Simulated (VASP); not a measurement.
# InSb3 (P1) in VASP: single point with LDA

Aim: the single point of InSb3 with LDA.

All numbers are computed with VASP 6.6.1; they aren't measurements. Logs are shortened: lines on timing, memory, paths and dates and some standing lists are left out, and cuts for length are marked.

## 1. The cell of the first run

The typed cell holds 4 atoms: a = 5.366 Å, b = 5.366 Å, c = 5.366 Å, α = 60.00°, β = 60.00°, γ = 60.00°.

## 2. Single point, LDA

Contents of INCAR:

```
  PREC = Accurate
  ENCUT = 520
  EDIFF = 1E-6
  ISMEAR = 0
  SIGMA = 0.05
  LREAL = False
  LASPH = True
  NELM = 60
  ALGO = Normal
  ISIF = 2
  LWAVE = False
  LCHARG = True
  LELF = True
  LVHAR = True
  NBANDS = 22
```

Contents of KPOINTS:

```
Automatic mesh
0
Gamma
  8 8 8
```

Contents of POSCAR:

```
InSb3
1.0
    0.0000000000      3.7945550000      3.7945550000
    3.7945550000      0.0000000000      3.7945550000
    3.7945550000      3.7945550000      0.0000000000
Sb In
3 1
Direct
    0.5054790000      0.5113180000      0.4848070000
    0.7513440000      0.7508040000      0.7319410000
    0.2428190000      0.2631560000      0.2466500000
   -0.0085640000     -0.0051780000      0.0091680000
```

Potentials or basis: VASP PAW LDA potentials, release 64 (Sb, In_d).

The run is started by

```bash
$ cat potpaw_LDA.64/Sb/POTCAR potpaw_LDA.64/In_d/POTCAR > POTCAR
$ mpirun -np 1 vasp_std > vasp.out
```

OUTCAR:

```text
PREC = Accurate
   ENCUT = 520
   EDIFF = 1E-6
   ISMEAR = 0
   LREAL = False
   LASPH = True
   NELM = 60
   ISIF = 2

 ion  position               nearest neighbor table
   1  0.505  0.511  0.485-   2 3.21   3 3.23   3 3.28   3 3.29   2 3.30   2 3.31   2 3.33   3 3.34
                             4 3.68   4 3.76   4 3.77   4 3.83   4 3.84
   2  0.751  0.751  0.732-   4 3.17   1 3.21   1 3.30   1 3.31   4 3.31   4 3.33   1 3.33   4 3.34
                             3 3.69   3 3.77   3 3.78
   3  0.243  0.263  0.247-   4 3.21   1 3.23   4 3.28   1 3.28   1 3.29   4 3.32   1 3.34   4 3.34
                             2 3.69   2 3.77   2 3.78
   4  0.991  0.995  0.009-   2 3.17   3 3.21   3 3.28   2 3.31   3 3.32   2 3.33   2 3.34   3 3.34
                             1 3.68   1 3.76   1 3.77   1 3.83   1 3.84

  LATTYP: Found a face centered cubic cell.
 ALAT       =     7.5891100000

  Lattice vectors:

 A1 = (   0.0000000000,   3.7945550000,   3.7945550000)
 A2 = (   3.7945550000,   0.0000000000,   3.7945550000)
 A3 = (   3.7945550000,   3.7945550000,   0.0000000000)

Analysis of symmetry for initial positions (statically):
=====================================================================
 Subroutine PRICEL returns:
 Original cell was already a primitive cell.

 Routine SETGRP: Setting up the symmetry group for a
 face centered cubic supercell.

 Subroutine GETGRP returns: Found  1 space group operations
 (whereof  1 operations were pure point group operations)
 out of a pool of 48 trial point group operations.

The static configuration has the point symmetry C_1 .

Analysis of symmetry for dynamics (positions and initial velocities):
=====================================================================
 Subroutine PRICEL returns:
 Original cell was already a primitive cell.

 Routine SETGRP: Setting up the symmetry group for a
 face centered cubic supercell.

 Subroutine GETGRP returns: Found  1 space group operations
 (whereof  1 operations were pure point group operations)
 out of a pool of 48 trial point group operations.

The dynamic configuration has the point symmetry C_1 .

 Subroutine INISYM returns: Found  1 space group operations
 (whereof  1 operations are pure point group operations),
 and found     1 'primitive' translations

----------------------------------------------------------------------------------------

[... 88 lines left out ...]
   ISTART =      0    job   : 0-new  1-cont  2-samecut
   ICHARG =      2    charge: 1-file 2-atom 10-const
   ISPIN  =      1    spin polarized calculation?
   LNONCOLLINEAR =      F non collinear calculations
   LSORBIT =      F    spin-orbit coupling
   LASPH  =      T    aspherical Exc in radial PAW
   ENCUT  =  520.0 eV  38.22 Ry    6.18 a.u.   9.98  9.98  9.98*2*pi/ulx,y,z
   NELM   =     60;   NELMIN=  2; NELMDL= -5     # of ELM steps
   EDIFF  = 0.1E-05   stopping-criterion for ELM
   LREAL  =      F    real-space projection
[... 7 lines left out ...]
   TEBEG  =    0.0;   TEEND  =   0.0 temperature during run
   PSTRESS=    0.0 pullay stress
   NELECT =      28.0000    total number of electrons
   NUPDOWN=      -1.0000    fix difference up-down
   EMIN   =  10.00;   EMAX   =-10.00  energy-range for DOS
   EFERMI =   0.00;   METHOD = LEGACY
   ISMEAR =     0;   SIGMA  =   0.05  broadening in eV -4-tet -1-fermi 0-gaus
   EFERMI_NEDOS =   21; number of points for ismear=-14 and -15
   IALGO  =     38    algorithm
   IMIX   =      4    mixing-type and parameters
     AMIX     =   0.40;   BMIX     =  1.00
     AMIX_MAG =   1.60;   BMIX_MAG =  1.00
  volume/ion in A,a.u.               =      27.32       184.35
  Fermi-wavevector in a.u.,A,eV,Ry     =   1.039816  1.964968 14.710866  1.081218
  Thomas-Fermi vector in A             =   2.174364
   LORBIT       =      0    0 simple, 1 ext, 2 COOP (PROOUT), +10 PAW based schemes
   GGA     = CA    functional components
   LHFCALC =     F    Hartree Fock is set to
   AEXX    =    0.0000 exact exchange contribution
   IVDW    =     0    specifies the selected vdW correction
   LEPSILON=     F    determine dielectric tensor
   LRPA    =     F    only Hartree local field effects (RPA)
 non-spin polarized calculation
 Gauss-broadening in eV      SIGMA  =   0.05
  energy-cutoff  :      520.00
  volume of cell :      109.27
 maximum number of plane-waves:      2954
   NGX = 19   NGY = 19   NGZ = 19

 number of electron      28.0000002 magnetization

 Free energy of the ion-electron system (eV)
  ---------------------------------------------------
  ext. energy  EPLUGINS =         0.00000000
  ---------------------------------------------------
  free energy    TOTEN  =       -16.98482167 eV

  energy without entropy =      -16.98139636  energy(sigma->0) =      -16.98310901

 E-fermi :   7.8265     XC(G=0): -10.3134

 val. band max:        7.8241581614   @ k =  -0.2500   0.2500  -0.2500
 cond. band min:       7.8286320929   @ k =  -0.3750   0.3750   0.0000
 fundamental gap:      0.0044739315
 Fermi energy:         7.8265293672

 k-point     1 :       0.0000    0.0000    0.0000
  band No.  band energies     occupation
      1      -6.6300      2.00000
      2      -6.6279      2.00000
      3      -6.6236      2.00000
      4      -6.5954      2.00000
      5      -6.5926      2.00000
      6      -4.4583      2.00000
[... 589 lines left out ...]
     21      13.0289      0.00000
     22      13.3579      0.00000

 [... further k-points ...]

------------------------ aborting loop because EDIFF is reached ----------------------------------------

  FORCE on cell =-STRESS in cart. coord.  units (eV):
  Direction    XX          YY          ZZ          XY          YZ          ZX
  --------------------------------------------------------------------------------------
  -------------------------------------------------------------------------------------
  Total       -2.8957450     -2.9298467     -2.9039228      0.0051109     -0.0902780     -0.0311808
  in kB      -42.4578837    -42.9578888    -42.5777887      0.0749372     -1.3236703     -0.4571779
  external PRESSURE =     -42.6645204 kB  Pullay stress =       0.0000000 kB

 VOLUME and BASIS-vectors are now :
 -----------------------------------------------------------------------------
  energy-cutoff  :      520.00
  volume of cell :      109.27
      direct lattice vectors                 reciprocal lattice vectors
     0.000000000  3.794555000  3.794555000    -0.131767757  0.131767757  0.131767757
     3.794555000  0.000000000  3.794555000     0.131767757 -0.131767757  0.131767757
     3.794555000  3.794555000  0.000000000     0.131767757  0.131767757 -0.131767757

 POSITION                                       TOTAL-FORCE (eV/Angst)
 -----------------------------------------------------------------------------------
      3.77985      3.75769      3.85829         0.029049      0.024444     -0.140030
      5.62636      5.62841      5.69998         0.150779      0.074675     -0.017596
      1.93449      1.85732      1.91995        -0.124009      0.005171     -0.037816
      3.80970      3.79685      7.53697        -0.055819     -0.104289      0.195442
 -----------------------------------------------------------------------------------
    total drift:                               -0.000247      0.000139     -0.000069

  FREE ENERGIE OF THE ION-ELECTRON SYSTEM (eV)
  ---------------------------------------------------
  free  energy   TOTEN  =       -16.9848216665 eV

  energy  without entropy=      -16.9813963622  energy(sigma->0) =      -16.98310901
```

OSZICAR:

```text
N       E                     dE             d eps       ncg     rms          rms(c)
DAV:   1     0.192523137008E+03    0.19252E+03   -0.10882E+04 11446   0.118E+03
DAV:   2    -0.465802752065E-01   -0.19257E+03   -0.18571E+03 12730   0.293E+02
DAV:   3    -0.164511485666E+02   -0.16405E+02   -0.15892E+02 14460   0.881E+01
DAV:   4    -0.170156930387E+02   -0.56454E+00   -0.56298E+00 12642   0.172E+01
DAV:   5    -0.170421290057E+02   -0.26436E-01   -0.26434E-01 17110   0.392E+00    0.380E+00
DAV:   6    -0.169983597146E+02    0.43769E-01   -0.66082E-02 15304   0.297E+00    0.209E+00
DAV:   7    -0.169855969880E+02    0.12763E-01   -0.30260E-02 15574   0.145E+00    0.276E-01
DAV:   8    -0.169848463632E+02    0.75062E-03   -0.21764E-03 14862   0.486E-01    0.942E-02
DAV:   9    -0.169848218601E+02    0.24503E-04   -0.20231E-04 13262   0.937E-02    0.319E-02
DAV:  10    -0.169848215850E+02    0.27503E-06   -0.14299E-05 13808   0.332E-02    0.893E-03
DAV:  11    -0.169848216665E+02   -0.81504E-07   -0.10510E-06  7790   0.868E-03
   1 F= -.16984822E+02 E0= -.16983109E+02  d E =-.342530E-02
```

Wall time 12 min (1 thread of Intel Xeon 8259CL, shared host); peak memory 0.64 GiB.

Results:

| Quantity | Value |
| --- | --- |
| Free energy | -16.9848 eV |
| Pressure | -4.3 GPa |
| Largest force | 0.228 eV/Å |
| Band gap on the k mesh | zero (bands 14 and 15 overlap by 3.33 eV) |

Forces on the atoms (eV/Å):
```
Sb   0.029  0.024 -0.140
Sb   0.151  0.075 -0.018
Sb  -0.124  0.005 -0.038
In  -0.056 -0.104  0.195
```

Stress tensor (GPa, compression positive):
```
-4.25  0.01 -0.05
 0.01 -4.30 -0.13
-0.05 -0.13 -4.26
```

Caveat: the cell stands under tension; spin-orbit coupling is left out, which moves the levels of the heavy elements.
